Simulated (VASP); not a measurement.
# CaMnC4N4 (P-43m) in VASP: notebook

CaMnC4N4 is run at these levels: PBE; tasks: single point.

Program: VASP 6.6.1. These are calculated values, not measurements. Logs are shortened: lines on timing, memory, paths and dates and some standing lists are left out, and cuts for length are marked.

## Step 1: The cell of the first run

The structure is cubic, space group P-43m (No. 215). Conventional cell: a = 6.127 Å, b = 6.127 Å, c = 6.127 Å, α = 90.00°, β = 90.00°, γ = 90.00°. Ca (site symmetry -43m) has 4 C at 2.11 Å within 2.8 Å. Mn (site symmetry -43m) has 4 N at 2.03 Å within 2.7 Å. Within 1.6 Å of C (site symmetry 3m) lie 1 N at 1.17 Å. N (site symmetry 3m) has 1 C at 1.17 Å within 1.6 Å.

## Step 2: Single point, PBE, collinear spin, ferromagnetic start

Input file INCAR:

```
SYSTEM = CaMnC4N4
ALGO = Normal
EDIFF = 1E-6
ENCUT = 520
GGA = PE
ISIF = 2
ISMEAR = 0
ISPIN = 2
LASPH = .True.
LCHARG = .False.
LMAXMIX = 4
LORBIT = 11
LREAL = .False.
LWAVE = .False.
MAGMOM = 0 4 0 0 0 0 0 0 0 0
NBANDS = 44
NELM = 150
PREC = Accurate
SIGMA = 0.1
```

Input file KPOINTS:

```
k-points
0
Gamma
  4 4 4
  0 0 0
```

Input file POSCAR:

```
CaMnC4N4
1.0
    6.1268410600      0.0000000000      0.0000000000
    0.0000000000      6.1268410600      0.0000000000
    0.0000000000      0.0000000000      6.1268410600
Ca Mn C N
1 1 4 4
Direct
    0.0000000000      0.0000000000      0.0000000000
    0.5000000000      0.5000000000      0.5000000000
    0.1984545800      0.1984545800      0.1984545800
    0.1984545800      0.8015454200      0.8015454200
    0.8015454200      0.1984545800      0.8015454200
    0.8015454200      0.8015454200      0.1984545800
    0.3087071200      0.3087071200      0.3087071200
    0.3087071200      0.6912928800      0.6912928800
    0.6912928800      0.3087071200      0.6912928800
    0.6912928800      0.6912928800      0.3087071200
```

Potentials or basis: VASP PAW PBE potentials, release 64 (Ca_sv, Mn_pv, C, N).

The run is started by

```
> cat potpaw_PBE.64/Ca_sv/POTCAR potpaw_PBE.64/Mn_pv/POTCAR potpaw_PBE.64/C/POTCAR potpaw_PBE.64/N/POTCAR > POTCAR
> mpirun -np 1 vasp_std > vasp.out
```

OUTCAR:

```text
SYSTEM = CaMnC4N4
   EDIFF = 1E-6
   ENCUT = 520
   GGA = PE
   ISIF = 2
   ISMEAR = 0
   ISPIN = 2
   LASPH = .True.
   LORBIT = 11
   LREAL = .False.
   NELM = 150
   PREC = Accurate

 ion  position               nearest neighbor table
   1  0.000  0.000  0.000-   3 2.11   4 2.11   5 2.11   6 2.11
   2  0.500  0.500  0.500-   7 2.03   8 2.03   9 2.03  10 2.03
   3  0.198  0.198  0.198-   7 1.17   1 2.11
   4  0.198  0.802  0.802-   8 1.17   1 2.11
   5  0.802  0.198  0.802-   9 1.17   1 2.11
   6  0.802  0.802  0.198-  10 1.17   1 2.11
   7  0.309  0.309  0.309-   3 1.17   2 2.03
   8  0.309  0.691  0.691-   4 1.17   2 2.03
   9  0.691  0.309  0.691-   5 1.17   2 2.03
  10  0.691  0.691  0.309-   6 1.17   2 2.03

  LATTYP: Found a simple cubic cell.
 ALAT       =     6.1268410600

  Lattice vectors:

 A1 = (   6.1268410600,   0.0000000000,   0.0000000000)
 A2 = (   0.0000000000,   6.1268410600,   0.0000000000)
 A3 = (   0.0000000000,   0.0000000000,   6.1268410600)

Analysis of symmetry for initial positions (statically):
=====================================================================
 Subroutine PRICEL returns:
 Original cell was already a primitive cell.

 Routine SETGRP: Setting up the symmetry group for a
 simple cubic supercell.

 Subroutine GETGRP returns: Found 24 space group operations
 (whereof 24 operations were pure point group operations)
 out of a pool of 48 trial point group operations.

The static configuration has the point symmetry T_d .

Analysis of symmetry for dynamics (positions and initial velocities):
=====================================================================
 Subroutine PRICEL returns:
 Original cell was already a primitive cell.

 Routine SETGRP: Setting up the symmetry group for a
 simple cubic supercell.

 Subroutine GETGRP returns: Found 24 space group operations
 (whereof 24 operations were pure point group operations)
 out of a pool of 48 trial point group operations.

The dynamic configuration has the point symmetry T_d .

Analysis of structural, dynamic, and magnetic symmetry:
=====================================================================
 Subroutine PRICEL returns:
 Original cell was already a primitive cell.

 Routine SETGRP: Setting up the symmetry group for a
 simple cubic supercell.

 Subroutine GETGRP returns: Found 24 space group operations
 (whereof 24 operations were pure point group operations)
 out of a pool of 48 trial point group operations.

The overall configuration has the point symmetry T_d .

 Subroutine INISYM returns: Found 24 space group operations
 (whereof 24 operations are pure point group operations),
 and found     1 'primitive' translations

----------------------------------------------------------------------------------------

                                     Primitive cell

  volume of cell :     229.9905

  direct lattice vectors                    reciprocal lattice vectors
     6.126841060  0.000000000  0.000000000     0.163216246  0.000000000  0.000000000
     0.000000000  6.126841060  0.000000000     0.000000000  0.163216246  0.000000000
     0.000000000  0.000000000  6.126841060     0.000000000  0.000000000  0.163216246

  length of vectors
     6.126841060  6.126841060  6.126841060     0.163216246  0.163216246  0.163216246

  position of ions in fractional coordinates (direct lattice)
     0.000000000  0.000000000  0.000000000
     0.500000000  0.500000000  0.500000000
     0.198454580  0.198454580  0.198454580
     0.198454580  0.801545420  0.801545420
     0.801545420  0.198454580  0.801545420
     0.801545420  0.801545420  0.198454580
     0.308707120  0.308707120  0.308707120
     0.308707120  0.691292880  0.691292880
     0.691292880  0.308707120  0.691292880
     0.691292880  0.691292880  0.308707120

  ion indices of the primitive-cell ions
   primitive index   ion index
                 1           1
                 2           2
                 3           3
[... 46 lines left out ...]
   k-points           NKPTS =     10   k-points in BZ     NKDIM =     10   number of bands    NBANDS=     44
   number of dos      NEDOS =    301   number of ions     NIONS =     10
   total plane-waves  NPLWV = 110592
   dimension x,y,z NGX =    48 NGY =   48 NGZ =   48
   dimension x,y,z NGXF=    96 NGYF=   96 NGZF=   96
   ions per type =               1   1   4   4
   NGX,Y,Z   is equivalent  to a cutoff of  13.02, 13.02, 13.02 a.u.
   NGXF,Y,Z  is equivalent  to a cutoff of  26.05, 26.05, 26.05 a.u.
 SYSTEM =  CaMnC4N4
   PREC   = accura    normal or accurate (medium, high low for compatibility)
   ISTART =      0    job   : 0-new  1-cont  2-samecut
   ICHARG =      2    charge: 1-file 2-atom 10-const
   ISPIN  =      2    spin polarized calculation?
   LNONCOLLINEAR =      F non collinear calculations
   LSORBIT =      F    spin-orbit coupling
   LASPH  =      T    aspherical Exc in radial PAW
   ENCUT  =  520.0 eV  38.22 Ry    6.18 a.u.  11.39 11.39 11.39*2*pi/ulx,y,z
   NELM   =    150;   NELMIN=  2; NELMDL= -5     # of ELM steps
   EDIFF  = 0.1E-05   stopping-criterion for ELM
   LREAL  =      F    real-space projection
[... 7 lines left out ...]
   TEBEG  =    0.0;   TEEND  =   0.0 temperature during run
   PSTRESS=    0.0 pullay stress
   NELECT =      59.0000    total number of electrons
   NUPDOWN=      -1.0000    fix difference up-down
   EMIN   =  10.00;   EMAX   =-10.00  energy-range for DOS
   EFERMI =   0.00;   METHOD = LEGACY
   ISMEAR =     0;   SIGMA  =   0.10  broadening in eV -4-tet -1-fermi 0-gaus
   EFERMI_NEDOS =   21; number of points for ismear=-14 and -15
   IALGO  =     38    algorithm
   IMIX   =      4    mixing-type and parameters
     AMIX     =   0.40;   BMIX     =  1.00
     AMIX_MAG =   1.60;   BMIX_MAG =  1.00
  volume/ion in A,a.u.               =      23.00       155.21
  Fermi-wavevector in a.u.,A,eV,Ry     =   1.040213  1.965717 14.722086  1.082043
  Thomas-Fermi vector in A             =   2.174778
   LORBIT       =     11    0 simple, 1 ext, 2 COOP (PROOUT), +10 PAW based schemes
   GGA     = PE    functional components
   LHFCALC =     F    Hartree Fock is set to
   AEXX    =    0.0000 exact exchange contribution
   IVDW    =     0    specifies the selected vdW correction
   LEPSILON=     F    determine dielectric tensor
   LRPA    =     F    only Hartree local field effects (RPA)
 spin polarized calculation
 Gauss-broadening in eV      SIGMA  =   0.10
  energy-cutoff  :      520.00
  volume of cell :      229.99
 maximum number of plane-waves:      6217
 NGX is ok and might be reduce to    48
   NGX = 23   NGY = 23   NGZ = 23

 number of electron      59.0000001 magnetization       4.9973394

 Free energy of the ion-electron system (eV)
  ---------------------------------------------------
  ext. energy  EPLUGINS =         0.00000000
  ---------------------------------------------------
  free energy    TOTEN  =       -77.60946548 eV

  energy without entropy =      -77.60946548  energy(sigma->0) =      -77.60946548

 E-fermi :  -1.5047     XC(G=0):  -6.7148

 val. band max:       -2.0333847487   @ k =   0.5000   0.5000   0.0000
 cond. band min:       0.3484813919   @ k =   0.0000   0.0000   0.0000
 fundamental gap:      2.3818661407
 Fermi energy:        -1.5046886053

 spin component 1

 k-point     1 :       0.0000    0.0000    0.0000
  band No.  band energies     occupation
      1     -51.1427      1.00000
      2     -51.1427      1.00000
      3     -51.1427      1.00000
      4     -38.9678      1.00000
      5     -20.3680      1.00000
      6     -20.3680      1.00000
[... 429 lines left out ...]
     40       4.0320      0.00000
     41       5.6063      0.00000
 Fermi energy:        -1.5046886053

 spin component 2

 k-point     1 :       0.0000    0.0000    0.0000
  band No.  band energies     occupation
      1     -46.5269      1.00000
      2     -46.5269      1.00000
      3     -46.5269      1.00000
      4     -38.9625      1.00000
      5     -20.3588      1.00000
      6     -20.3588      1.00000
[... 429 lines left out ...]
     40       4.1344      0.00000
     41       5.9957      0.00000
 [bands above 41 left out]

------------------------ aborting loop because EDIFF is reached ----------------------------------------

  FORCE on cell =-STRESS in cart. coord.  units (eV):
  Direction    XX          YY          ZZ          XY          YZ          ZX
  --------------------------------------------------------------------------------------
  -------------------------------------------------------------------------------------
  Total       12.9595019     12.9595019     12.9595019      0.0000000      0.0000000      0.0000000
  in kB       90.2794804     90.2794804     90.2794804      0.0000000      0.0000000      0.0000000
  external PRESSURE =      90.2794804 kB  Pullay stress =       0.0000000 kB

 VOLUME and BASIS-vectors are now :
 -----------------------------------------------------------------------------
  energy-cutoff  :      520.00
  volume of cell :      229.99
      direct lattice vectors                 reciprocal lattice vectors
     6.126841060  0.000000000  0.000000000     0.163216246  0.000000000  0.000000000
     0.000000000  6.126841060  0.000000000     0.000000000  0.163216246  0.000000000
     0.000000000  0.000000000  6.126841060     0.000000000  0.000000000  0.163216246

 POSITION                                       TOTAL-FORCE (eV/Angst)
 -----------------------------------------------------------------------------------
      0.00000      0.00000      0.00000         0.000000     -0.000000      0.000000
      3.06342      3.06342      3.06342         0.000000     -0.000000      0.000000
      1.21590      1.21590      1.21590         2.153688      2.153688      2.153688
      1.21590      4.91094      4.91094         2.153688     -2.153688     -2.153688
      4.91094      1.21590      4.91094        -2.153688      2.153688     -2.153688
      4.91094      4.91094      1.21590        -2.153688     -2.153688      2.153688
      1.89140      1.89140      1.89140         0.330251      0.330251      0.330251
      1.89140      4.23544      4.23544         0.330251     -0.330251     -0.330251
      4.23544      1.89140      4.23544        -0.330251      0.330251     -0.330251
      4.23544      4.23544      1.89140        -0.330251     -0.330251      0.330251
 -----------------------------------------------------------------------------------
    total drift:                               -0.000000     -0.000000      0.000000

  FREE ENERGIE OF THE ION-ELECTRON SYSTEM (eV)
  ---------------------------------------------------
  free  energy   TOTEN  =       -77.6094654811 eV

  energy  without entropy=      -77.6094654811  energy(sigma->0) =      -77.60946548

 total charge

# of ion       s       p       d       tot
------------------------------------------
    1        2.104   5.938   0.508   8.549
    2        0.252   6.271   4.880  11.403
    3        1.003   1.628   0.000   2.631
    4        1.003   1.628   0.000   2.631
    5        1.003   1.628   0.000   2.631
    6        1.003   1.628   0.000   2.631
    7        1.309   2.592   0.000   3.901
    8        1.309   2.592   0.000   3.901
    9        1.309   2.592   0.000   3.901
   10        1.309   2.592   0.000   3.901
--------------------------------------------------
tot         11.604  29.087   5.388  46.079

 magnetization (x)

# of ion       s       p       d       tot
------------------------------------------
    1       -0.000   0.001   0.005   0.006
    2        0.023   0.072   4.191   4.286
    3        0.003   0.051   0.000   0.055
    4        0.003   0.051   0.000   0.055
    5        0.003   0.051   0.000   0.055
    6        0.003   0.051   0.000   0.055
    7        0.002  -0.014   0.000  -0.013
    8        0.002  -0.014   0.000  -0.013
    9        0.002  -0.014   0.000  -0.013
   10        0.002  -0.014   0.000  -0.013
--------------------------------------------------
tot          0.042   0.222   4.196   4.460
```

It took 7.5 min on 1 thread of Intel Xeon Platinum 8559C (Emerald Rapids), shared host; peak memory 0.52 GiB.

Results:

```yaml
Free_energy: -77.6095 eV
Pressure: 9.0 GPa
Largest_force: 3.730 eV/Å
Band_gap_on_the_k_mesh: 2.38 eV (least direct gap 2.40 eV)
Net_moment: 5.00 μB per cell
Site_moments: Ca +0.01; Mn +4.29; C +0.06; N -0.01 μB
Valence_electrons_inside_the_program's_atomic_spheres: Ca 8.55; Mn 11.40; C 2.63; N 3.90
```

Forces on the atoms (eV/Å):
```
Ca   0.000  0.000  0.000
Mn   0.000  0.000  0.000
C    2.154  2.154  2.154
C    2.154 -2.154 -2.154
C   -2.154  2.154 -2.154
C   -2.154 -2.154  2.154
N    0.330  0.330  0.330
N    0.330 -0.330 -0.330
N   -0.330  0.330 -0.330
N   -0.330 -0.330  0.330
```

Caveat: the cell stands under pressure; a cell with one magnetic atom can't hold antiferromagnetic order, which such compounds often take; forces of over 1 eV/Å act on the atoms, so gaps and moduli don't describe the material at rest. A k mesh can miss the band edges.

## Step 3: Single point, PBE, collinear spin, ferromagnetic start

This run uses another cell than the first one, of 28.54 Å³/atom.

Edit INCAR of step 2 so:

```diff
@@ -9,3 +9,4 @@
 LASPH = .True.
-LCHARG = .False.
+LCHARG = .True.
+LELF = .True.
 LMAXMIX = 4
@@ -13,2 +14,3 @@
 LREAL = .False.
+LVHAR = .True.
 LWAVE = .False.
```

KPOINTS is that of step 2.

Input file POSCAR:

```
CaMnC4N4
1.0
    6.5840677111      0.0000000000      0.0000000000
    0.0000000000      6.5840677111      0.0000000000
    0.0000000000      0.0000000000      6.5840677111
Ca Mn C N
1 1 4 4
Direct
    0.0000000000      0.0000000000      0.0000000000
    0.5000000000      0.5000000000      0.5000000000
    0.2194908350      0.2194908350      0.2194908350
    0.2194908350      0.7805091650      0.7805091650
    0.7805091650      0.2194908350      0.7805091650
    0.7805091650      0.7805091650      0.2194908350
    0.3220869740      0.3220869740      0.3220869740
    0.3220869740      0.6779130260      0.6779130260
    0.6779130260      0.3220869740      0.6779130260
    0.6779130260      0.6779130260      0.3220869740
```

Potentials or basis: VASP PAW PBE potentials, release 64 (Ca_sv, Mn_pv, C, N).

The run is started by

```
> cat potpaw_PBE.64/Ca_sv/POTCAR potpaw_PBE.64/Mn_pv/POTCAR potpaw_PBE.64/C/POTCAR potpaw_PBE.64/N/POTCAR > POTCAR
> mpirun -np 1 vasp_std > vasp.out
```

Wall time 2.8 min (1 thread of Intel Xeon Platinum 8559C (Emerald Rapids), shared host); peak memory 0.56 GiB.

It converged, with:

| Property | Result |
| --- | --- |
| Free energy | -80.3685 eV |
| Pressure | 0.3 GPa |
| Largest force | 0.372 eV/Å |
| Band gap on the k mesh | 2.50 eV (least direct gap 2.53 eV) |
| Net moment | 5.00 μB per cell |
| Site moments | Ca +0.00; Mn +4.29; C +0.06; N -0.01 μB |
| Valence electrons inside the program's atomic spheres | Ca 8.09; Mn 11.40; C 2.57; N 3.90 |

Forces in eV/Å, atoms in the order of the input:
```
Ca   0.000  0.000  0.000
Mn   0.000  0.000  0.000
C   -0.215 -0.215 -0.215
C   -0.215  0.215  0.215
C    0.215 -0.215  0.215
C    0.215  0.215 -0.215
N    0.210  0.210  0.210
N    0.210 -0.210 -0.210
N   -0.210  0.210 -0.210
N   -0.210 -0.210  0.210
```

Levels at points of the mesh, in eV from the valence-band top:
Spin up:
```tsv
k point	band 30	band 31	band 32	band 33	band 34	band 35
(0.00, 0.00, 0.00)	-0.03	-0.03	-0.03	4.05	4.05	4.10
(0.50, 0.00, 0.00)	-0.05	-0.01	-0.01	4.03	4.05	4.15
(0.50, 0.50, 0.00)	-0.07	0.00	0.00	3.96	4.26	4.28
(0.50, 0.50, 0.50)	-0.03	-0.03	-0.03	4.23	4.23	4.24
```
Spin down:
| k point | band 25 | band 26 | band 27 | band 28 | band 29 | band 30 |
| --- | --- | --- | --- | --- | --- | --- |
| (0.00, 0.00, 0.00) | -2.24 | -2.24 | -2.24 | 2.50 | 2.50 | 3.02 |
| (0.50, 0.00, 0.00) | -2.43 | -2.24 | -2.24 | 2.55 | 2.72 | 3.07 |
| (0.50, 0.50, 0.00) | -2.38 | -2.28 | -2.28 | 2.60 | 2.71 | 3.01 |
| (0.50, 0.50, 0.50) | -2.29 | -2.29 | -2.29 | 2.57 | 2.57 | 3.18 |

Caveat: a cell with one magnetic atom can't hold antiferromagnetic order, which such compounds often take. A k mesh can miss the band edges.
